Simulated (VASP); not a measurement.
# Ti in VASP: further runs

The runs below take Ti through single point, with PBEsol, HSE06.

Everything below comes from runs of VASP 6.6.1. Logs are shortened: lines on timing, memory, paths and dates and some standing lists are left out, and cuts for length are marked.

**1. The cell of the first run**

The structure is tetragonal, space group I4/mmm (No. 139). Conventional cell: a = 2.756 Å, b = 2.756 Å, c = 4.060 Å, α = 90.00°, β = 90.00°, γ = 90.00°. Ti (site symmetry 4/mmm) has 12 Ti at 2.76 to 2.81 Å within 3.6 Å.

**2. Single point, PBEsol**

The input, INCAR:

```
PREC     = Accurate       # precision mode
ENCUT    = 500            # plane-wave cutoff, eV
EDIFF    = 1E-6           # SCF threshold, eV
ISMEAR   = -1             # smearing method
SIGMA    = 0.05           # smearing width, eV
LREAL    = F              # projectors in reciprocal space
LASPH    = T              # aspherical terms in the spheres
NELM     = 120            # most SCF steps
ALGO     = Normal         # electronic algorithm
ISIF     = 2              # what is computed and relaxed
LWAVE    = F              # write WAVECAR
LCHARG   = F              # write CHGCAR
GGA      = PS             # functional
NBANDS   = 12             # bands
GGA_COMPAT= F
```

The input, KPOINTS:

```
regular mesh
0
Gamma
  11 11 11
```

The input, POSCAR:

```
Ti
1.0
    0.0000000000      1.9488000000      2.0300000000
    1.9488000000      0.0000000000      2.0300000000
    1.9488000000      1.9488000000      0.0000000000
Ti
1
Direct
    0.0000000000      0.0000000000      0.0000000000
```

Potentials or basis: VASP PAW PBE potentials, release 64 (Ti_sv).

Command:

```console
> cat potpaw_PBE.64/Ti_sv/POTCAR > POTCAR
> mpirun -np 1 vasp_std > vasp.out
```

OUTCAR:

```text
PREC = Accurate
   ENCUT = 500
   EDIFF = 1E-6
   ISMEAR = -1
   LREAL = F
   LASPH = T
   NELM = 120
   ISIF = 2
   GGA = PS

 ion  position               nearest neighbor table
   1  0.000  0.000  0.000-

  LATTYP: Found a body centered tetragonal cell.
 ALAT       =     2.7560193904
 C/A-ratio  =     1.4731391275

  Lattice vectors:

 A1 = (  -1.9488000000,   0.0000000000,   2.0300000000)
 A2 = (   1.9488000000,   0.0000000000,   2.0300000000)
 A3 = (   0.0000000000,   1.9488000000,  -2.0300000000)

Analysis of symmetry for initial positions (statically):
=====================================================================
 Subroutine PRICEL returns:
 Original cell was already a primitive cell.

 Routine SETGRP: Setting up the symmetry group for a
 body centered tetragonal supercell.

 Subroutine GETGRP returns: Found 16 space group operations
 (whereof 16 operations were pure point group operations)
 out of a pool of 16 trial point group operations.

The static configuration has the point symmetry D_4h.

Analysis of symmetry for dynamics (positions and initial velocities):
=====================================================================
 Subroutine PRICEL returns:
 Original cell was already a primitive cell.

 Routine SETGRP: Setting up the symmetry group for a
 body centered tetragonal supercell.

 Subroutine GETGRP returns: Found 16 space group operations
 (whereof 16 operations were pure point group operations)
 out of a pool of 16 trial point group operations.

The dynamic configuration has the point symmetry D_4h.

 Subroutine INISYM returns: Found 16 space group operations
 (whereof 16 operations are pure point group operations),
 and found     1 'primitive' translations

----------------------------------------------------------------------------------------

                                     Primitive cell

  volume of cell :      15.4192

  direct lattice vectors                    reciprocal lattice vectors
     0.000000000  1.948800000  2.030000000    -0.256568144  0.256568144  0.246305419
     1.948800000  0.000000000  2.030000000     0.256568144 -0.256568144  0.246305419
     1.948800000  1.948800000  0.000000000     0.256568144  0.256568144 -0.246305419

  length of vectors
     2.814022288  2.814022288  2.756019390     0.438543937  0.438543937  0.438543937

  position of ions in fractional coordinates (direct lattice)
     0.000000000  0.000000000  0.000000000

  ion indices of the primitive-cell ions
   primitive index   ion index
                 1           1

----------------------------------------------------------------------------------------

 KPOINTS: regular mesh

Automatic generation of k-mesh.
 Grid dimensions read from file:
 generate k-points for:   11   11   11

 Generating k-lattice:

  Cartesian coordinates                     Fractional coordinates (reciprocal lattice)
    -0.023324377  0.023324377  0.022391402     0.090909091  0.000000000  0.000000000
     0.023324377 -0.023324377  0.022391402     0.000000000  0.090909091  0.000000000
     0.023324377  0.023324377 -0.022391402     0.000000000  0.000000000  0.090909091

  Length of vectors
     0.039867631  0.039867631  0.039867631

  Shift w.r.t. Gamma in fractional coordinates (k-lattice)
     0.000000000  0.000000000  0.000000000

 Subroutine IBZKPT returns following result:
 ===========================================

 Found    126 irreducible k-points:

 Following reciprocal coordinates:
            Coordinates               Weight
  0.000000  0.000000  0.000000      1.000000
  0.090909  0.000000  0.000000      8.000000
  0.181818  0.000000  0.000000      8.000000
  0.272727  0.000000  0.000000      8.000000
  0.363636  0.000000  0.000000      8.000000
  0.454545  0.000000  0.000000      8.000000
[... 16 lines left out ...]
 -0.272727  0.181818  0.000000      8.000000
 -0.181818  0.181818  0.000000      4.000000
 [... further k-points ...]
   k-points           NKPTS =    126   k-points in BZ     NKDIM =    126   number of bands    NBANDS=     12
   number of dos      NEDOS =    301   number of ions     NIONS =      1
   total plane-waves  NPLWV =  11520
   dimension x,y,z NGX =    24 NGY =   24 NGZ =   20
   dimension x,y,z NGXF=    48 NGYF=   48 NGZF=   40
   ions per type =               1
   NGX,Y,Z   is equivalent  to a cutoff of  14.18, 14.18, 12.06 a.u.
   NGXF,Y,Z  is equivalent  to a cutoff of  28.36, 28.36, 24.13 a.u.
 SYSTEM =  unknown system
   PREC   = accura    normal or accurate (medium, high low for compatibility)
   ISTART =      0    job   : 0-new  1-cont  2-samecut
   ICHARG =      2    charge: 1-file 2-atom 10-const
   ISPIN  =      1    spin polarized calculation?
   LNONCOLLINEAR =      F non collinear calculations
   LSORBIT =      F    spin-orbit coupling
   LASPH  =      T    aspherical Exc in radial PAW
   ENCUT  =  500.0 eV  36.75 Ry    6.06 a.u.   5.13  5.13  5.02*2*pi/ulx,y,z
   NELM   =    120;   NELMIN=  2; NELMDL= -5     # of ELM steps
   EDIFF  = 0.1E-05   stopping-criterion for ELM
   LREAL  =      F    real-space projection
[... 7 lines left out ...]
   TEBEG  =    0.0;   TEEND  =   0.0 temperature during run
   PSTRESS=    0.0 pullay stress
   NELECT =      12.0000    total number of electrons
   NUPDOWN=      -1.0000    fix difference up-down
   EMIN   =  10.00;   EMAX   =-10.00  energy-range for DOS
   EFERMI =   0.00;   METHOD = LEGACY
   ISMEAR =    -1;   SIGMA  =   0.05  broadening in eV -4-tet -1-fermi 0-gaus
   EFERMI_NEDOS =   21; number of points for ismear=-14 and -15
   IALGO  =     38    algorithm
   IMIX   =      4    mixing-type and parameters
     AMIX     =   0.40;   BMIX     =  1.00
     AMIX_MAG =   1.60;   BMIX_MAG =  1.00
  volume/ion in A,a.u.               =      15.42       104.05
  Fermi-wavevector in a.u.,A,eV,Ry     =   1.505850  2.845644 30.852357  2.267584
  Thomas-Fermi vector in A             =   2.616645
   LORBIT       =      0    0 simple, 1 ext, 2 COOP (PROOUT), +10 PAW based schemes
   GGA     = PS    functional components
   LHFCALC =     F    Hartree Fock is set to
   AEXX    =    0.0000 exact exchange contribution
   IVDW    =     0    specifies the selected vdW correction
   LEPSILON=     F    determine dielectric tensor
   LRPA    =     F    only Hartree local field effects (RPA)
 non-spin polarized calculation
  energy-cutoff  :      500.00
  volume of cell :       15.42
 maximum number of plane-waves:       401
 NGX is ok and might be reduce to    24
   NGX = 11   NGY = 11   NGZ =  9

 number of electron      11.9999999 magnetization

 Free energy of the ion-electron system (eV)
  ---------------------------------------------------
  ext. energy  EPLUGINS =         0.00000000
  ---------------------------------------------------
  free energy    TOTEN  =        -8.25498847 eV

  energy without entropy =       -8.24425378  energy(sigma->0) =       -8.24962113

 E-fermi :   9.4158     XC(G=0): -12.2152

 val. band max:        9.3774658173   @ k =  -0.3636   0.3636   0.2727
 cond. band min:       9.4276161750   @ k =  -0.2727   0.4545   0.2727
 fundamental gap:      0.0501503577
 Fermi energy:         9.4158149713

 k-point     1 :       0.0000    0.0000    0.0000
  band No.  band energies     occupation
      1     -46.8675      2.00000
      2     -22.6596      2.00000
      3     -22.6468      2.00000
      4     -22.6468      2.00000
      5       3.0552      2.00000
      6      10.1172      0.00000
      7      10.4960      0.00000
      8      10.4960      0.00000
      9      12.0352      0.00000
     10      12.4899      0.00000
     11      25.3739      0.00000
     12      29.6180      0.00000

 k-point     2 :       0.0909    0.0000    0.0000
  band No.  band energies     occupation
      1     -46.8518      2.00000
      2     -22.7338      2.00000
      3     -22.6674      2.00000
      4     -22.6547      2.00000
      5       3.3537      2.00000
      6      10.0876      0.00000
      7      10.4406      0.00000
      8      10.6057      0.00000
      9      11.9824      0.00000
     10      12.4031      0.00000
     11      25.6660      0.00000
     12      28.4833      0.00000

 k-point     3 :       0.1818    0.0000    0.0000
  band No.  band energies     occupation
      1     -46.8094      2.00000
      2     -22.9519      2.00000
      3     -22.6999      2.00000
      4     -22.6756      2.00000
      5       4.1797      2.00000
      6       9.7427      0.00289
      7      10.5168      0.00000
      8      10.8173      0.00000
      9      12.0066      0.00000
     10      12.2916      0.00000
     11      25.4422      0.00000
     12      26.5739      0.00000
[... 286 lines left out ...]
 k-point    23 :      -0.2727    0.1818    0.0000
  band No.  band energies     occupation
      1     -46.6850      2.00000
      2     -23.4000      2.00000
      3     -22.9641      2.00000
      4     -22.7253      2.00000
      5       6.8563      2.00000
      6       8.9640      1.99976
      7       9.6858      0.00900
      8      11.1714      0.00000
      9      12.1984      0.00000
     10      14.3667      0.00000
     11      21.7285      0.00000
     12      23.8129      0.00000

 k-point    24 :      -0.1818    0.1818    0.0000
  band No.  band energies     occupation
      1     -46.7317      2.00000
      2     -23.2413      2.00000
      3     -22.8738      2.00000
      4     -22.6910      2.00000
      5       5.8134      2.00000
      6       9.0694      1.99804
      7      10.1729      0.00000
      8      11.4625      0.00000
      9      11.5166      0.00000
     10      13.4113      0.00000
     11      23.8921      0.00000
     12      24.5572      0.00000

 [... further k-points ...]

------------------------ aborting loop because EDIFF is reached ----------------------------------------

  FORCE on cell =-STRESS in cart. coord.  units (eV):
  Direction    XX          YY          ZZ          XY          YZ          ZX
  --------------------------------------------------------------------------------------
  -------------------------------------------------------------------------------------
  Total        1.0201023      1.0201023      0.7308011      0.0000000     -0.0000000      0.0000000
  in kB      105.9970370    105.9970370     75.9362641      0.0000000     -0.0000000      0.0000000
  external PRESSURE =      95.9767793 kB  Pullay stress =       0.0000000 kB

 VOLUME and BASIS-vectors are now :
 -----------------------------------------------------------------------------
  energy-cutoff  :      500.00
  volume of cell :       15.42
      direct lattice vectors                 reciprocal lattice vectors
     0.000000000  1.948800000  2.030000000    -0.256568144  0.256568144  0.246305419
     1.948800000  0.000000000  2.030000000     0.256568144 -0.256568144  0.246305419
     1.948800000  1.948800000  0.000000000     0.256568144  0.256568144 -0.246305419

 POSITION                                       TOTAL-FORCE (eV/Angst)
 -----------------------------------------------------------------------------------
      0.00000      0.00000      0.00000         0.000000     -0.000000      0.000000
 -----------------------------------------------------------------------------------
    total drift:                                0.000000      0.000000      0.000000

  FREE ENERGIE OF THE ION-ELECTRON SYSTEM (eV)
  ---------------------------------------------------
  free  energy   TOTEN  =        -8.2549884688 eV

  energy  without entropy=       -8.2442537823  energy(sigma->0) =       -8.24962113
```

It took 10 s on 1 thread of Intel Xeon 6975P-C (Granite Rapids), shared host; peak memory 0.14 GiB.

What came out:

```yaml
Free_energy: -8.2550 eV
Pressure: 9.6 GPa
Band_gap_on_the_k_mesh: zero (bands 6 and 7 overlap by 1.20 eV)
```

Caveat: the cell stands under pressure; the PAW data sets were made with another functional, which shifts forces and pressure a little.

**3. Single point, PBEsol**

This run uses another cell than the first one, of 16.07 Å³/atom.

The input, INCAR:

```
PREC = Accurate
ENCUT = 500
EDIFF = 1E-6
ISMEAR = -1
SIGMA = 0.05
LREAL = False
LASPH = True
NELM = 120
ALGO = Normal
ISIF = 2
LWAVE = False
LCHARG = False
GGA = PS
NBANDS = 12
GGA_COMPAT = False
```

The input, KPOINTS:

```
Automatic mesh
0
Gamma
  11 11 11
```

The input, POSCAR:

```
Ti
1.0
    0.0000000000      1.9894000000      2.0300000000
    1.9894000000      0.0000000000      2.0300000000
    1.9894000000      1.9894000000      0.0000000000
Ti
1
Direct
    0.0000000000      0.0000000000      0.0000000000
```

Potentials or basis: VASP PAW PBE potentials, release 64 (Ti_sv).

Command:

```console
> cat potpaw_PBE.64/Ti_sv/POTCAR > POTCAR
> mpirun -np 1 vasp_std > vasp.out
```

OUTCAR:

```text
PREC = Accurate
   ENCUT = 500
   EDIFF = 1E-6
   ISMEAR = -1
   LREAL = False
   LASPH = True
   NELM = 120
   ISIF = 2
   GGA = PS

 ion  position               nearest neighbor table
   1  0.000  0.000  0.000-

  LATTYP: Found a body centered tetragonal cell.
 ALAT       =     2.8134364610
 C/A-ratio  =     1.4430750636

  Lattice vectors:

 A1 = (  -1.9894000000,   0.0000000000,   2.0300000000)
 A2 = (   1.9894000000,   0.0000000000,   2.0300000000)
 A3 = (   0.0000000000,   1.9894000000,  -2.0300000000)

Analysis of symmetry for initial positions (statically):
=====================================================================
 Subroutine PRICEL returns:
 Original cell was already a primitive cell.

 Routine SETGRP: Setting up the symmetry group for a
 body centered tetragonal supercell.

 Subroutine GETGRP returns: Found 16 space group operations
 (whereof 16 operations were pure point group operations)
 out of a pool of 16 trial point group operations.

The static configuration has the point symmetry D_4h.

Analysis of symmetry for dynamics (positions and initial velocities):
=====================================================================
 Subroutine PRICEL returns:
 Original cell was already a primitive cell.

 Routine SETGRP: Setting up the symmetry group for a
 body centered tetragonal supercell.

 Subroutine GETGRP returns: Found 16 space group operations
 (whereof 16 operations were pure point group operations)
 out of a pool of 16 trial point group operations.

The dynamic configuration has the point symmetry D_4h.

 Subroutine INISYM returns: Found 16 space group operations
 (whereof 16 operations are pure point group operations),
 and found     1 'primitive' translations

----------------------------------------------------------------------------------------

[... 115 lines left out ...]
   GGA     = PS    functional components
   LHFCALC =     F    Hartree Fock is set to
   AEXX    =    0.0000 exact exchange contribution
   IVDW    =     0    specifies the selected vdW correction
   LEPSILON=     F    determine dielectric tensor
   LRPA    =     F    only Hartree local field effects (RPA)
 non-spin polarized calculation
  energy-cutoff  :      500.00
  volume of cell :       16.07
 maximum number of plane-waves:       420
 NGX is ok and might be reduce to    24
   NGX = 11   NGY = 11   NGZ = 11

 number of electron      11.9999999 magnetization

 Free energy of the ion-electron system (eV)
  ---------------------------------------------------
  ext. energy  EPLUGINS =         0.00000000
  ---------------------------------------------------
  free energy    TOTEN  =        -8.28563879 eV

  energy without entropy =       -8.27551023  energy(sigma->0) =       -8.28057451

 E-fermi :   8.9453     XC(G=0): -12.0111

 val. band max:        8.8998177372   @ k =   0.1818   0.0000   0.1818
 cond. band min:       8.9620038611   @ k =   0.2727   0.0000   0.0000
 fundamental gap:      0.0621861240
 Fermi energy:         8.9452681138

 k-point     1 :       0.0000    0.0000    0.0000
  band No.  band energies     occupation
      1     -47.3968      2.00000
      2     -23.2521      2.00000
      3     -23.2452      2.00000
      4     -23.2452      2.00000
      5       2.6671      2.00000
      6       9.7569      0.00000
      7       9.9322      0.00000
      8       9.9322      0.00000
      9      11.5715      0.00000
     10      11.7821      0.00000
     11      24.6513      0.00000
     12      29.1040      0.00000
[... 331 lines left out ...]
 k-point    24 :      -0.1818    0.1818    0.0000
  band No.  band energies     occupation
      1     -47.2827      2.00000
      2     -23.7471      2.00000
      3     -23.4456      2.00000
      4     -23.2921      2.00000
      5       5.3130      2.00000
      6       8.6743      1.99118
      7       9.7328      0.00000
      8      10.8686      0.00000
      9      10.9078      0.00000
     10      12.7552      0.00000
     11      23.0807      0.00000
     12      23.6820      0.00000

 [... further k-points ...]

------------------------ aborting loop because EDIFF is reached ----------------------------------------

  FORCE on cell =-STRESS in cart. coord.  units (eV):
  Direction    XX          YY          ZZ          XY          YZ          ZX
  --------------------------------------------------------------------------------------
  -------------------------------------------------------------------------------------
  Total        0.4511203      0.4511203      0.2891193      0.0000000     -0.0000000     -0.0000000
  in kB       44.9813735     44.9813735     28.8281962      0.0000000     -0.0000000     -0.0000000
  external PRESSURE =      39.5969811 kB  Pullay stress =       0.0000000 kB

 VOLUME and BASIS-vectors are now :
 -----------------------------------------------------------------------------
  energy-cutoff  :      500.00
  volume of cell :       16.07
      direct lattice vectors                 reciprocal lattice vectors
     0.000000000  1.989400000  2.030000000    -0.251332060  0.251332060  0.246305419
     1.989400000  0.000000000  2.030000000     0.251332060 -0.251332060  0.246305419
     1.989400000  1.989400000  0.000000000     0.251332060  0.251332060 -0.246305419

 POSITION                                       TOTAL-FORCE (eV/Angst)
 -----------------------------------------------------------------------------------
      0.00000      0.00000      0.00000         0.000000     -0.000000      0.000000
 -----------------------------------------------------------------------------------
    total drift:                                0.000000      0.000000     -0.000000

  FREE ENERGIE OF THE ION-ELECTRON SYSTEM (eV)
  ---------------------------------------------------
  free  energy   TOTEN  =        -8.2856387855 eV

  energy  without entropy=       -8.2755102331  energy(sigma->0) =       -8.28057451
```

OSZICAR:

```text
N       E                     dE             d eps       ncg     rms          rms(c)
DAV:   1     0.823370544283E+02    0.82337E+02   -0.63505E+03  3040   0.119E+03
DAV:   2    -0.518248963298E+01   -0.87520E+02   -0.85090E+02  3072   0.290E+02
DAV:   3    -0.921740887412E+01   -0.40349E+01   -0.39927E+01  4140   0.628E+01
DAV:   4    -0.930398224964E+01   -0.86573E-01   -0.86503E-01  3484   0.851E+00
DAV:   5    -0.930612545570E+01   -0.21432E-02   -0.21432E-02  3544   0.120E+00    0.943E+00
DAV:   6    -0.828832666636E+01    0.10178E+01   -0.20431E+00  3332   0.216E+01    0.251E+00
DAV:   7    -0.827361406790E+01    0.14713E-01   -0.11300E-01  3712   0.397E+00    0.137E+00
DAV:   8    -0.828540143699E+01   -0.11787E-01   -0.44673E-02  3136   0.264E+00    0.193E-01
DAV:   9    -0.828557490784E+01   -0.17347E-03   -0.45220E-03  3812   0.775E-01    0.933E-02
DAV:  10    -0.828565693969E+01   -0.82032E-04   -0.27159E-04  3264   0.191E-01    0.255E-02
DAV:  11    -0.828563904124E+01    0.17898E-04   -0.32602E-05  3704   0.651E-02    0.789E-03
DAV:  12    -0.828563878552E+01    0.25572E-06   -0.93895E-07  2784   0.110E-02
   1 F= -.82856388E+01 E0= -.82805745E+01  d E =-.101286E-01
```

Run time: 10 s. Hardware: 1 thread of Intel Xeon 6975P-C (Granite Rapids), shared host; peak memory 0.14 GiB.

Results:

* Free energy: -8.2856 eV
* Pressure: 4.0 GPa
* Band gap on the k mesh: zero (bands 6 and 7 overlap by 1.20 eV)

Caveat: the cell stands under pressure; the PAW data sets were made with another functional, which shifts forces and pressure a little.

(Part 1 of 2 ends here.)
